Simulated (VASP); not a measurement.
# MgS in VASP: a series of runs

The runs below take MgS through single point, with PBE.

Everything below comes from runs of VASP 6.6.1. Logs are shortened: lines on timing, memory, paths and dates and some standing lists are left out, and cuts for length are marked.

### 1 The cell of the first run

Symmetry: Fm-3m, No. 225, cubic system. The conventional cell has a = 5.209 Å, b = 5.209 Å, c = 5.209 Å, α = 90.00°, β = 90.00°, γ = 90.00°. Within 3.4 Å of Mg (site symmetry m-3m) lie 6 S at 2.60 Å. Within 3.4 Å of S (site symmetry m-3m) lie 6 Mg at 2.60 Å.

### 2 Single point, PBE

INCAR reads:

```
SYSTEM = MgS
PREC     = Accurate       ! precision mode
ENCUT    = 600            ! plane-wave cutoff, eV
EDIFF    = 1E-6           ! SCF threshold, eV
ISMEAR   = 1              ! smearing method
SIGMA    = 0.28           ! smearing width, eV
LREAL    = .False.        ! projectors in reciprocal space
LASPH    = .True.         ! aspherical terms in the spheres
NELM     = 120            ! most SCF steps
ALGO     = Normal         ! electronic algorithm
ISIF     = 2              ! what is computed and relaxed
LWAVE    = .False.        ! write WAVECAR
LCHARG   = .False.        ! write CHGCAR
GGA      = PE             ! functional
NBANDS   = 11             ! bands
GGA_COMPAT= .False.
```

KPOINTS reads:

```
Automatic mesh
0
Gamma
  2 2 2
  0 0 0
```

POSCAR reads:

```
MgS
1.0
    0.0000000000      2.6043975556      2.6043975556
    2.6043975556      0.0000000000      2.6043975556
    2.6043975556      2.6043975556      0.0000000000
Mg S
1 1
Direct
    0.0000000000      0.0000000000      0.0000000000
    0.5000000000      0.5000000000      0.5000000000
```

Potentials or basis: VASP PAW PBE potentials, release 64 (Mg, S).

Launch:

```sh
$ cat potpaw_PBE.64/Mg/POTCAR potpaw_PBE.64/S/POTCAR > POTCAR
$ mpirun -np 1 vasp_std > vasp.out
```

OUTCAR:

```text
SYSTEM = MgS
   PREC = Accurate
   ENCUT = 600
   EDIFF = 1E-6
   ISMEAR = 1
   LREAL = .False.
   LASPH = .True.
   NELM = 120
   ISIF = 2
   GGA = PE

 ion  position               nearest neighbor table
   1  0.000  0.000  0.000-   2 2.60   2 2.60   2 2.60   2 2.60   2 2.60   2 2.60
   2  0.500  0.500  0.500-   1 2.60   1 2.60   1 2.60   1 2.60   1 2.60   1 2.60

  LATTYP: Found a face centered cubic cell.
 ALAT       =     5.2087951112

  Lattice vectors:

 A1 = (   0.0000000000,   2.6043975556,   2.6043975556)
 A2 = (   2.6043975556,   0.0000000000,   2.6043975556)
 A3 = (   2.6043975556,   2.6043975556,   0.0000000000)

Analysis of symmetry for initial positions (statically):
=====================================================================
 Subroutine PRICEL returns:
 Original cell was already a primitive cell.

 Routine SETGRP: Setting up the symmetry group for a
 face centered cubic supercell.

 Subroutine GETGRP returns: Found 48 space group operations
 (whereof 48 operations were pure point group operations)
 out of a pool of 48 trial point group operations.

The static configuration has the point symmetry O_h .

Analysis of symmetry for dynamics (positions and initial velocities):
=====================================================================
 Subroutine PRICEL returns:
 Original cell was already a primitive cell.

 Routine SETGRP: Setting up the symmetry group for a
 face centered cubic supercell.

 Subroutine GETGRP returns: Found 48 space group operations
 (whereof 48 operations were pure point group operations)
 out of a pool of 48 trial point group operations.

The dynamic configuration has the point symmetry O_h .

 Subroutine INISYM returns: Found 48 space group operations
 (whereof 48 operations are pure point group operations),
 and found     1 'primitive' translations

----------------------------------------------------------------------------------------

                                     Primitive cell

  volume of cell :      35.3307

  direct lattice vectors                    reciprocal lattice vectors
     0.000000000  2.604397556  2.604397556    -0.191982979  0.191982979  0.191982979
     2.604397556  0.000000000  2.604397556     0.191982979 -0.191982979  0.191982979
     2.604397556  2.604397556  0.000000000     0.191982979  0.191982979 -0.191982979

  length of vectors
     3.683174345  3.683174345  3.683174345     0.332524273  0.332524273  0.332524273

  position of ions in fractional coordinates (direct lattice)
     0.000000000  0.000000000  0.000000000
     0.500000000  0.500000000  0.500000000

  ion indices of the primitive-cell ions
   primitive index   ion index
                 1           1
                 2           2

----------------------------------------------------------------------------------------

 KPOINTS: Automatic mesh

Automatic generation of k-mesh.
 Grid dimensions read from file:
 generate k-points for:    2    2    2

 Generating k-lattice:

  Cartesian coordinates                     Fractional coordinates (reciprocal lattice)
    -0.095991489  0.095991489  0.095991489     0.500000000  0.000000000  0.000000000
     0.095991489 -0.095991489  0.095991489     0.000000000  0.500000000  0.000000000
     0.095991489  0.095991489 -0.095991489     0.000000000  0.000000000  0.500000000

  Length of vectors
     0.166262137  0.166262137  0.166262137

  Shift w.r.t. Gamma in fractional coordinates (k-lattice)
     0.000000000  0.000000000  0.000000000

 Subroutine IBZKPT returns following result:
 ===========================================

 Found      3 irreducible k-points:

 Following reciprocal coordinates:
            Coordinates               Weight
  0.000000  0.000000  0.000000      1.000000
  0.500000  0.000000  0.000000      4.000000
  0.500000  0.500000  0.000000      3.000000
   k-points           NKPTS =      3   k-points in BZ     NKDIM =      3   number of bands    NBANDS=     11
   number of dos      NEDOS =    301   number of ions     NIONS =      2
   total plane-waves  NPLWV =  27000
   dimension x,y,z NGX =    30 NGY =   30 NGZ =   30
   dimension x,y,z NGXF=    60 NGYF=   60 NGZF=   60
   ions per type =               1   1
   NGX,Y,Z   is equivalent  to a cutoff of  13.54, 13.54, 13.54 a.u.
   NGXF,Y,Z  is equivalent  to a cutoff of  27.08, 27.08, 27.08 a.u.
 SYSTEM =  MgS
   PREC   = accura    normal or accurate (medium, high low for compatibility)
   ISTART =      0    job   : 0-new  1-cont  2-samecut
   ICHARG =      2    charge: 1-file 2-atom 10-const
   ISPIN  =      1    spin polarized calculation?
   LNONCOLLINEAR =      F non collinear calculations
   LSORBIT =      F    spin-orbit coupling
   LASPH  =      T    aspherical Exc in radial PAW
   ENCUT  =  600.0 eV  44.10 Ry    6.64 a.u.   7.36  7.36  7.36*2*pi/ulx,y,z
   NELM   =    120;   NELMIN=  2; NELMDL= -5     # of ELM steps
   EDIFF  = 0.1E-05   stopping-criterion for ELM
   LREAL  =      F    real-space projection
   EDIFFG = 0.1E-04   stopping-criterion for IOM
   NSW    =      0    number of steps for IOM
   IBRION =     -1    ionic relax: 0-MD 1-quasi-New 2-CG
   NFREE  =      0    steps in history (QN), initial steepest desc. (CG)
   ISIF   =      2    stress and relaxation
   ISYM   =      2    0-nonsym 1-usesym 2-fastsym
   POTIM  = 0.5000    time-step for ionic-motion
   TEBEG  =    0.0;   TEEND  =   0.0 temperature during run
   PSTRESS=    0.0 pullay stress
   NELECT =       8.0000    total number of electrons
   NUPDOWN=      -1.0000    fix difference up-down
   EMIN   =  10.00;   EMAX   =-10.00  energy-range for DOS
   EFERMI =   0.00;   METHOD = LEGACY
   ISMEAR =     1;   SIGMA  =   0.28  broadening in eV -4-tet -1-fermi 0-gaus
   EFERMI_NEDOS =   21; number of points for ismear=-14 and -15
   IALGO  =     38    algorithm
   IMIX   =      4    mixing-type and parameters
     AMIX     =   0.40;   BMIX     =  1.00
     AMIX_MAG =   1.60;   BMIX_MAG =  1.00
  volume/ion in A,a.u.               =      17.67       119.21
  Fermi-wavevector in a.u.,A,eV,Ry     =   0.997825  1.885615 13.546695  0.995654
  Thomas-Fermi vector in A             =   2.130007
   LORBIT       =      0    0 simple, 1 ext, 2 COOP (PROOUT), +10 PAW based schemes
   GGA     = PE    functional components
   LHFCALC =     F    Hartree Fock is set to
   AEXX    =    0.0000 exact exchange contribution
   IVDW    =     0    specifies the selected vdW correction
   LEPSILON=     F    determine dielectric tensor
   LRPA    =     F    only Hartree local field effects (RPA)
 non-spin polarized calculation
 Methfessel and Paxton  Order N= 1 SIGMA  =   0.28
  energy-cutoff  :      600.00
  volume of cell :       35.33
 maximum number of plane-waves:      1243
 NGX is ok and might be reduce to    30
   NGX = 15   NGY = 15   NGZ = 15

 number of electron       7.9999999 magnetization

 Free energy of the ion-electron system (eV)
  ---------------------------------------------------
  ext. energy  EPLUGINS =         0.00000000
  ---------------------------------------------------
  free energy    TOTEN  =        -7.10516379 eV

  energy without entropy =       -7.11137111  energy(sigma->0) =       -7.10723289

 E-fermi :   4.3242     XC(G=0):  -9.5510

 val. band max:        4.0888272418   @ k =   0.0000   0.0000   0.0000
 cond. band min:       6.5186457611   @ k =   0.5000   0.5000   0.0000
 fundamental gap:      2.4298185193
 Fermi energy:         4.3242436082

 k-point     1 :       0.0000    0.0000    0.0000
  band No.  band energies     occupation
      1      -8.5755      2.00000
      2       4.0888      1.99951
      3       4.0888      1.99951
      4       4.0888      1.99951
      5       7.6325     -0.00000
      6      11.7974      0.00000
      7      11.7974      0.00000
      8      11.7974      0.00000
      9      14.1942      0.00000
     10      14.1942      0.00000
     11      16.4110      0.00000

 k-point     2 :       0.5000    0.0000    0.0000
  band No.  band energies     occupation
      1      -7.2130      2.00000
      2      -0.8982      2.00000
      3       3.4833      2.00018
      4       3.4833      2.00018
      5       8.4409     -0.00000
      6      10.6939      0.00000
      7      10.6939      0.00000
      8      13.9144      0.00000
      9      16.0977      0.00000
     10      18.2997      0.00000
     11      18.2997      0.00000

 k-point     3 :       0.5000    0.5000    0.0000
  band No.  band energies     occupation
      1      -6.8245      2.00000
      2      -0.2286      2.00000
      3       2.3399      2.00000
      4       2.3399      2.00000
      5       6.5186     -0.00000
      6       8.2553     -0.00000
      7      16.0484      0.00000
      8      16.6836      0.00000
      9      17.2220      0.00000
     10      17.2220      0.00000
     11      19.7893      0.00000

------------------------ aborting loop because EDIFF is reached ----------------------------------------

  FORCE on cell =-STRESS in cart. coord.  units (eV):
  Direction    XX          YY          ZZ          XY          YZ          ZX
  --------------------------------------------------------------------------------------
  -------------------------------------------------------------------------------------
  Total        1.6481370      1.6481370      1.6481370      0.0000000      0.0000000      0.0000000
  in kB       74.7398200     74.7398200     74.7398200      0.0000000      0.0000000      0.0000000
  external PRESSURE =      74.7398200 kB  Pullay stress =       0.0000000 kB

 VOLUME and BASIS-vectors are now :
 -----------------------------------------------------------------------------
  energy-cutoff  :      600.00
  volume of cell :       35.33
      direct lattice vectors                 reciprocal lattice vectors
     0.000000000  2.604397556  2.604397556    -0.191982979  0.191982979  0.191982979
     2.604397556  0.000000000  2.604397556     0.191982979 -0.191982979  0.191982979
     2.604397556  2.604397556  0.000000000     0.191982979  0.191982979 -0.191982979

 POSITION                                       TOTAL-FORCE (eV/Angst)
 -----------------------------------------------------------------------------------
      0.00000      0.00000      0.00000        -0.000000     -0.000000      0.000000
      2.60440      2.60440      2.60440         0.000000      0.000000     -0.000000
 -----------------------------------------------------------------------------------
    total drift:                               -0.000000     -0.000000      0.000000

  FREE ENERGIE OF THE ION-ELECTRON SYSTEM (eV)
  ---------------------------------------------------
  free  energy   TOTEN  =        -7.1051637863 eV

  energy  without entropy=       -7.1113711083  energy(sigma->0) =       -7.10723289
```

It took 4.6 s on 1 thread of Intel Xeon Platinum 8559C (Emerald Rapids), shared host; peak memory 0.16 GiB.

Results:

- Free energy: -7.1052 eV
- Pressure: 7.5 GPa
- Band gap on the k mesh: 2.43 eV, indirect (least direct gap 3.54 eV)

Caveat: the k points lie up to 1.04 Å⁻¹ apart. A k mesh can miss the band edges.

(Continued in part 2 of 2.)
